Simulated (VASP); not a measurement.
Set up this calculation in VASP 6.6.1, as the native input.

| Quantity | Value |
| --- | --- |
| Task | single point |
| Functional | PBE |
| Potentials or basis | VASP PAW PBE potentials, release 64 (Sn_d, O) |
| Cutoff | 520 eV |
| k mesh | 30 × 30 × 30 |
| Occupations | fermi-dirac, width 0.0612256 eV |
| Spin | no spin polarisation |
| Dipole correction | no |
| Further INCAR settings | ALGO = Normal; EDIFF = 1e-07; NBANDS = 24 |

The structure of Sn2O (antifluorite type) lies in POSCAR:

```
Sn2O
1.0
    0.0000000000      3.1867142731      3.1867142731
    3.1867142731      0.0000000000      3.1867142731
    3.1867142731      3.1867142731      0.0000000000
Sn O
2 1
Direct
    0.2500000000      0.2500000000      0.2500000000
    0.7500000000      0.7500000000      0.7500000000
    0.0000000000      0.0000000000      0.0000000000
```

One way to write it, as run:

INCAR

```
SYSTEM = Sn2O
PREC = Accurate
ENCUT = 520
EDIFF = 1E-7
ISMEAR = -1
SIGMA = 0.06122561905347299
LREAL = .FALSE.
LASPH = .TRUE.
NELM = 100
ALGO = Normal
ISIF = 2
LWAVE = .FALSE.
LCHARG = .FALSE.
GGA = PE
NBANDS = 24
```

KPOINTS

```
regular mesh
0
G
  30 30 30
  0 0 0
```

Potentials or basis: VASP PAW PBE potentials, release 64 (Sn_d, O).

The run is started by

```console
$ cat potpaw_PBE.64/Sn_d/POTCAR potpaw_PBE.64/O/POTCAR > POTCAR
$ mpirun -np 1 vasp_std > vasp.out
```

It gave:

```yaml
Pressure: -1.6 GPa
Band_gap_on_the_k_mesh: zero (bands 17 and 18 overlap by 1.28 eV)
```

Caveat: spin-orbit coupling is left out, which moves the levels of the heavy elements.

Run time: 38 min on 1 thread of Oxide Virtual Turin-like Processor, on a shared host, peak memory 0.97 GiB.
